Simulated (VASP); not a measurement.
Write the native input for VASP 6.6.1 that does the following.

* Task: single point
* Functional: PBE
* Potentials or basis: VASP PAW PBE potentials, release 64 (Si, S)
* Cutoff: 520 eV
* k mesh: 6 × 6 × 6
* Occupations: gaussian, width 0.1 eV
* Spin: no spin polarisation
* Dipole correction: no
* Further INCAR settings: ALGO = Normal; EDIFF = 1e-06; NBANDS = 20

The structure of Si3S2 lies in POSCAR:

```
Si3S2
1.0
   -2.4393875746      2.4393875746      3.7010574844
    2.4393875746     -2.4393875746      3.7010574844
    2.4393875746      2.4393875746     -3.7010574844
Si S
3 2
Direct
    0.3434359397      0.3434359397      0.0000000000
    0.6565640603      0.6565640603      0.0000000000
    0.0000000000      0.0000000000      0.0000000000
    0.5000000000      0.0000000000      0.5000000000
    0.0000000000      0.5000000000      0.5000000000
```

The cell was generated, and may not be a known phase.

These files were run (other wordings do the same):

INCAR

```
SYSTEM = Si3S2
PREC = Accurate ; ENCUT = 520
EDIFF = 1E-6 ; ISMEAR = 0
SIGMA = 0.1 ; LREAL = .FALSE.
LASPH = .TRUE. ; NELM = 60
ALGO = Normal ; ISIF = 2
LWAVE = .FALSE. ; LCHARG = .FALSE.
GGA = PE ; NBANDS = 20
```

KPOINTS

```
Automatic mesh
0
G
  6 6 6
  0 0 0
```

Potentials or basis: VASP PAW PBE potentials, release 64 (Si, S).

The run is started by

```sh
$ cat potpaw_PBE.64/Si/POTCAR potpaw_PBE.64/S/POTCAR > POTCAR
$ mpirun -np 1 vasp_std > vasp.out
```

Results of the run:

```json
{
  "Pressure": "0.0 GPa",
  "Largest force": "0.018 eV/Å",
  "Band gap on the k mesh": "zero (bands 12 and 13 overlap by 2.26 eV)"
}
```

Wall time 57 s on 1 thread of Intel(R) Xeon(R) Platinum 8259CL CPU @ 2.50GHz (Skylake/Cascade Lake) (shared host), peak memory 0.24 GiB.
